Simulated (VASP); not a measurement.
# CdP2C (P-4m2) in VASP: further runs, part 2 of 2

VASP 6.6.1. The steps go on from the part before.

### 3 Single point, r2SCAN

This run uses another cell than the first one, of 16.31 Å³/atom, 0.943 times its volume.

The input, POSCAR:

```
CdP2C
1.0
    3.3048442395      0.0000000000      0.0000000000
    0.0000000000      3.3048442395      0.0000000000
    0.0000000000      0.0000000000      5.9718363745
Cd P C
1 2 1
Direct
    0.0000000000      0.0000000000      0.0000000000
    0.0000000000      0.5000000000      0.3265445503
    0.5000000000      0.0000000000      0.6734554497
    0.5000000000      0.5000000000      0.5000000000
```

The input, INCAR.step1:

```
SYSTEM = CdP2C
ALGO = Normal ; EDIFF = 1E-4
ENCUT = 520 ; GGA = PE
ISMEAR = -1 ; LASPH = .TRUE.
LCHARG = .FALSE. ; LREAL = .FALSE.
LWAVE = .TRUE. ; NBANDS = 21
NELM = 100 ; PREC = Accurate
SIGMA = 0.02
```

The input, INCAR.step2:

```
SYSTEM = CdP2C
ALGO = Normal ; EDIFF = 1E-7
ENCUT = 520 ; ISIF = 2
ISMEAR = -1 ; ISTART = 1
LASPH = .TRUE. ; LCHARG = .FALSE.
LMIXTAU = .TRUE. ; LREAL = .FALSE.
LWAVE = .FALSE. ; METAGGA = R2SCAN
NBANDS = 21 ; NELM = 100
PREC = Accurate ; SIGMA = 0.02
```

The input, KPOINTS:

```
k-points
0
G
  8 8 4
  0 0 0
```

Potentials or basis: VASP PAW PBE potentials, release 64 (Cd, P, C).

On the command line:

```bash
$ cat potpaw_PBE.64/Cd/POTCAR potpaw_PBE.64/P/POTCAR potpaw_PBE.64/C/POTCAR > POTCAR
$ cp INCAR.step1 INCAR
$ mpirun -np 1 vasp_std > vasp.out
$ cp INCAR.step2 INCAR
$ mpirun -np 1 vasp_std > vasp.out
```

OUTCAR:

```text
SYSTEM = CdP2C
   EDIFF = 1E-7
   ENCUT = 520
   ISIF = 2
   ISMEAR = -1
   ISTART = 1
   LASPH = .TRUE.
   LREAL = .FALSE.
   METAGGA = R2SCAN
   NELM = 100
   PREC = Accurate

 ion  position               nearest neighbor table
   1  0.000  0.000  0.000-   2 2.56   3 2.56   2 2.56   3 2.56
   2  0.000  0.500  0.327-   4 1.95   4 1.95   1 2.56   1 2.56
   3  0.500  0.000  0.673-   4 1.95   4 1.95   1 2.56   1 2.56
   4  0.500  0.500  0.500-   2 1.95   3 1.95   3 1.95   2 1.95

  LATTYP: Found a simple tetragonal cell.
 ALAT       =     3.3048442395
 C/A-ratio  =     1.8069948057

  Lattice vectors:

 A1 = (   3.3048442395,   0.0000000000,   0.0000000000)
 A2 = (   0.0000000000,   3.3048442395,   0.0000000000)
 A3 = (   0.0000000000,   0.0000000000,   5.9718363745)

Analysis of symmetry for initial positions (statically):
=====================================================================
 Subroutine PRICEL returns:
 Original cell was already a primitive cell.

 Routine SETGRP: Setting up the symmetry group for a
 simple tetragonal supercell.

 Subroutine GETGRP returns: Found  8 space group operations
 (whereof  8 operations were pure point group operations)
 out of a pool of 16 trial point group operations.

The static configuration has the point symmetry D_2d.

Analysis of symmetry for dynamics (positions and initial velocities):
=====================================================================
 Subroutine PRICEL returns:
 Original cell was already a primitive cell.

 Routine SETGRP: Setting up the symmetry group for a
 simple tetragonal supercell.

 Subroutine GETGRP returns: Found  8 space group operations
 (whereof  8 operations were pure point group operations)
 out of a pool of 16 trial point group operations.

The dynamic configuration has the point symmetry D_2d.

 Subroutine INISYM returns: Found  8 space group operations
 (whereof  8 operations are pure point group operations),
 and found     1 'primitive' translations

----------------------------------------------------------------------------------------

                                     Primitive cell

  volume of cell :      65.2244

  direct lattice vectors                    reciprocal lattice vectors
     3.304844239  0.000000000  0.000000000     0.302586121  0.000000000  0.000000000
     0.000000000  3.304844239  0.000000000     0.000000000  0.302586121  0.000000000
     0.000000000  0.000000000  5.971836374     0.000000000  0.000000000  0.167452679

  length of vectors
     3.304844239  3.304844239  5.971836374     0.302586121  0.302586121  0.167452679

  position of ions in fractional coordinates (direct lattice)
     0.000000000  0.000000000  0.000000000
     0.000000000  0.500000000  0.326544550
     0.500000000  0.000000000  0.673455450
     0.500000000  0.500000000  0.500000000

  ion indices of the primitive-cell ions
   primitive index   ion index
                 1           1
                 2           2
                 3           3
                 4           4

----------------------------------------------------------------------------------------

 KPOINTS: k-points

Automatic generation of k-mesh.
 Grid dimensions read from file:
 generate k-points for:    8    8    4

 Generating k-lattice:

  Cartesian coordinates                     Fractional coordinates (reciprocal lattice)
     0.037823265  0.000000000  0.000000000     0.125000000  0.000000000  0.000000000
     0.000000000  0.037823265  0.000000000     0.000000000  0.125000000  0.000000000
     0.000000000  0.000000000  0.041863170     0.000000000  0.000000000  0.250000000

  Length of vectors
     0.037823265  0.037823265  0.041863170

  Shift w.r.t. Gamma in fractional coordinates (k-lattice)
     0.000000000  0.000000000  0.000000000

 Subroutine IBZKPT returns following result:
 ===========================================

 Found     45 irreducible k-points:

 Following reciprocal coordinates:
            Coordinates               Weight
  0.000000  0.000000  0.000000      1.000000
  0.125000  0.000000  0.000000      4.000000
  0.250000  0.000000  0.000000      4.000000
  0.375000  0.000000  0.000000      4.000000
  0.500000  0.000000  0.000000      2.000000
  0.125000  0.125000  0.000000      4.000000
[... 16 lines left out ...]
  0.375000  0.125000  0.250000     16.000000
  0.500000  0.125000  0.250000      8.000000
 [... further k-points ...]
   k-points           NKPTS =     45   k-points in BZ     NKDIM =     45   number of bands    NBANDS=     21
   number of dos      NEDOS =    301   number of ions     NIONS =      4
   total plane-waves  NPLWV =  37632
   dimension x,y,z NGX =    28 NGY =   28 NGZ =   48
   dimension x,y,z NGXF=    56 NGYF=   56 NGZF=   96
   ions per type =               1   2   1
   NGX,Y,Z   is equivalent  to a cutoff of  14.09, 14.09, 13.36 a.u.
   NGXF,Y,Z  is equivalent  to a cutoff of  28.17, 28.17, 26.72 a.u.
 SYSTEM =  CdP2C
   PREC   = accura    normal or accurate (medium, high low for compatibility)
   ISTART =      1    job   : 0-new  1-cont  2-samecut
   ICHARG =      0    charge: 1-file 2-atom 10-const
   ISPIN  =      1    spin polarized calculation?
   LNONCOLLINEAR =      F non collinear calculations
   LSORBIT =      F    spin-orbit coupling
   LASPH  =      T    aspherical Exc in radial PAW
   ENCUT  =  520.0 eV  38.22 Ry    6.18 a.u.   6.14  6.14 11.10*2*pi/ulx,y,z
   NELM   =    100;   NELMIN=  2; NELMDL=  0     # of ELM steps
   EDIFF  = 0.1E-06   stopping-criterion for ELM
   LREAL  =      F    real-space projection
   EDIFFG = 0.1E-05   stopping-criterion for IOM
   NSW    =      0    number of steps for IOM
   IBRION =     -1    ionic relax: 0-MD 1-quasi-New 2-CG
   NFREE  =      0    steps in history (QN), initial steepest desc. (CG)
   ISIF   =      2    stress and relaxation
   ISYM   =      2    0-nonsym 1-usesym 2-fastsym
   POTIM  = 0.5000    time-step for ionic-motion
   TEBEG  =    0.0;   TEEND  =   0.0 temperature during run
   PSTRESS=    0.0 pullay stress
   NELECT =      26.0000    total number of electrons
   NUPDOWN=      -1.0000    fix difference up-down
   EMIN   =  10.00;   EMAX   =-10.00  energy-range for DOS
   EFERMI =   0.00;   METHOD = LEGACY
   ISMEAR =    -1;   SIGMA  =   0.02  broadening in eV -4-tet -1-fermi 0-gaus
   EFERMI_NEDOS =   21; number of points for ismear=-14 and -15
   IALGO  =     38    algorithm
   IMIX   =      4    mixing-type and parameters
     AMIX     =   0.40;   BMIX     =  1.00
     AMIX_MAG =   1.60;   BMIX_MAG =  1.00
  volume/ion in A,a.u.               =      16.31       110.04
  Fermi-wavevector in a.u.,A,eV,Ry     =   1.204840  2.276817 19.750748  1.451639
  Thomas-Fermi vector in A             =   2.340553
   LORBIT       =      0    0 simple, 1 ext, 2 COOP (PROOUT), +10 PAW based schemes
   METAGGA = R2SCAN    functional components
   LHFCALC =     F    Hartree Fock is set to
   AEXX    =    0.0000 exact exchange contribution
   IVDW    =     0    specifies the selected vdW correction
   LEPSILON=     F    determine dielectric tensor
   LRPA    =     F    only Hartree local field effects (RPA)
 non-spin polarized calculation
  energy-cutoff  :      520.00
  volume of cell :       65.22
 maximum number of plane-waves:      1800
 NGX is ok and might be reduce to    28
   NGX = 13   NGY = 13   NGZ = 23

 number of electron      26.0000004 magnetization

 Free energy of the ion-electron system (eV)
  ---------------------------------------------------
  ext. energy  EPLUGINS =         0.00000000
  ---------------------------------------------------
  free energy    TOTEN  =       -45.24571073 eV

  energy without entropy =      -45.24436936  energy(sigma->0) =      -45.24504005

 E-fermi :   6.3039     XC(G=0): -11.1579

 val. band max:        6.2718979319   @ k =   0.2500   0.0000   0.5000
 cond. band min:       6.3155171382   @ k =   0.3750   0.0000   0.0000
 fundamental gap:      0.0436192063
 Fermi energy:         6.3038758554

 k-point     1 :       0.0000    0.0000    0.0000
  band No.  band energies     occupation
      1     -11.4365      2.00000
      2      -6.3284      2.00000
      3      -4.1226      2.00000
      4      -3.9313      2.00000
      5      -3.7485      2.00000
      6      -3.7485      2.00000
[... 550 lines left out ...]
      5      -3.7756      2.00000
      6      -3.7462      2.00000
[... 13 lines left out ...]
     20      13.1173      0.00000
     21      14.9684      0.00000

 [... further k-points ...]

------------------------ aborting loop because EDIFF is reached ----------------------------------------

  FORCE on cell =-STRESS in cart. coord.  units (eV):
  Direction    XX          YY          ZZ          XY          YZ          ZX
  --------------------------------------------------------------------------------------
  -------------------------------------------------------------------------------------
  Total       -0.0076532     -0.0076532      0.0342891      0.0000000      0.0000000      0.0000000
  in kB       -0.1879939     -0.1879939      0.8422810      0.0000000      0.0000000      0.0000000
  external PRESSURE =       0.1554311 kB  Pullay stress =       0.0000000 kB

 VOLUME and BASIS-vectors are now :
 -----------------------------------------------------------------------------
  energy-cutoff  :      520.00
  volume of cell :       65.22
      direct lattice vectors                 reciprocal lattice vectors
     3.304844239  0.000000000  0.000000000     0.302586121  0.000000000  0.000000000
     0.000000000  3.304844239  0.000000000     0.000000000  0.302586121  0.000000000
     0.000000000  0.000000000  5.971836374     0.000000000  0.000000000  0.167452679

 POSITION                                       TOTAL-FORCE (eV/Angst)
 -----------------------------------------------------------------------------------
      0.00000      0.00000      0.00000         0.000000     -0.000000      0.000000
      0.00000      1.65242      1.95007        -0.000000     -0.000000      0.065258
      1.65242      0.00000      4.02177        -0.000000     -0.000000     -0.065258
      1.65242      1.65242      2.98592        -0.000000      0.000000      0.000000
 -----------------------------------------------------------------------------------
    total drift:                               -0.000000      0.000000     -0.000000

  FREE ENERGIE OF THE ION-ELECTRON SYSTEM (eV)
  ---------------------------------------------------
  free  energy   TOTEN  =       -45.2457107303 eV

  energy  without entropy=      -45.2443693638  energy(sigma->0) =      -45.24504005
```

Wall time 99 s (1 thread of Intel Xeon 6975P-C (Granite Rapids), shared host); peak memory 0.23 GiB.

What came out:

- Free energy: -45.2457 eV
- Pressure: 0.0 GPa
- Largest force: 0.065 eV/Å
- Band gap on the k mesh: zero (band 13 reaches 6.54 eV, above the bottom of band 14 at 6.03 eV)

Forces on the atoms (eV/Å):
```
Cd   0.000  0.000  0.000
P    0.000  0.000  0.065
P    0.000  0.000 -0.065
C    0.000  0.000  0.000
```

Caveat: the PAW data sets were made with another functional, which shifts forces and pressure a little.
